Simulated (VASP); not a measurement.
The system is Pt.

```
CELL_PARAMETERS angstrom
0.00000 1.83358 1.83358
1.83358 0.00000 1.83358
1.83358 1.83358 0.00000
ATOMIC_POSITIONS crystal
Pt 0.00000 0.00000 0.00000
```

Base run:

- Program: VASP 6.6.1
- Functional: PBEsol
- Potentials or basis: VASP PAW PBE potentials, release 64 (Pt)
- Cutoff: 520 eV
- k mesh: 22 × 22 × 22
- Occupations: gaussian, width 0.15 eV
- Spin: collinear spin
- Starting moments: [0.2] μB
- Fixed moment: 0.2 μB

Its results: pressure 96.9 GPa; site moments Pt +0.20 μB.

Problem. The run is repeated on the same cell with these changes: fixed moment from 0.2 μB to 0.3 μB; moments at the start from [0.2] to [0.3]. What comes out?

Solution. Pressure 97.4 GPa; site moments Pt +0.29 μB.

Caveats: the cell stands under pressure; the PAW data sets were made with another functional, which shifts forces and pressure a little; the total moment is fixed, so each spin has its own Fermi level.
